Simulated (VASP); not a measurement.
Wanted: the native input for a VASP 6.6.1 run.

```
Task                   : electric field gradients
Functional             : PBE
Potentials or basis    : VASP PAW PBE potentials, release 64 (Au, Cl, O)
Cutoff                 : 520 eV
k mesh                 : 8 × 8 × 8
Occupations            : fermi-dirac, width 0.15 eV
Spin                   : no spin polarisation
Dipole correction      : no
Further INCAR settings : ALGO = Normal; EDIFF = 1e-08; NBANDS = 31
```

The structure of Au3ClO lies in POSCAR:

```
Au3ClO
1.0
    4.5549719065      0.0000000000      0.0000000000
    0.0000000000      4.5549719065      0.0000000000
    0.0000000000      0.0000000000      4.5549719065
Au Cl O
3 1 1
Direct
    0.0000000000      0.5000000000      0.5000000000
    0.5000000000      0.0000000000      0.5000000000
    0.5000000000      0.5000000000      0.0000000000
    0.0000000000      0.0000000000      0.0000000000
    0.5000000000      0.5000000000      0.5000000000
```

The input as run:

INCAR

```
SYSTEM = Au3ClO
PREC = Accurate
ENCUT = 520
EDIFF = 1E-8
ISMEAR = -1
SIGMA = 0.15
LREAL = .False.
LASPH = .True.
NELM = 100
ALGO = Normal
ISIF = 2
LWAVE = .False.
LCHARG = .False.
GGA = PE
LEFG = .True.
NBANDS = 31
```

KPOINTS

```
Automatic mesh
0
Gamma
  8 8 8
  0 0 0
```

Potentials or basis: VASP PAW PBE potentials, release 64 (Au, Cl, O).

Launch:

```bash
$ cat potpaw_PBE.64/Au/POTCAR potpaw_PBE.64/Cl/POTCAR potpaw_PBE.64/O/POTCAR > POTCAR
$ mpirun -np 1 vasp_std > vasp.out
```

Results of the run:

```json
{
 "Pressure": "-0.1 GPa",
 "Band gap on the k mesh": "zero (bands 23 and 24 overlap by 1.33 eV)",
 "Largest electric field gradient by atom": "Au -182.5; Cl +0.0; O +0.0 V/Å²"
}
```

Caveat: without QUAD_EFG the Cq values of the log hold for a quadrupole moment of 1 mb, not for the nuclei; spin-orbit coupling is left out, which moves the levels of the heavy elements.

It took 42 s on 1 thread of Intel(R) Xeon(R) 6975P-C (Granite Rapids) (shared host), peak memory 0.25 GiB.
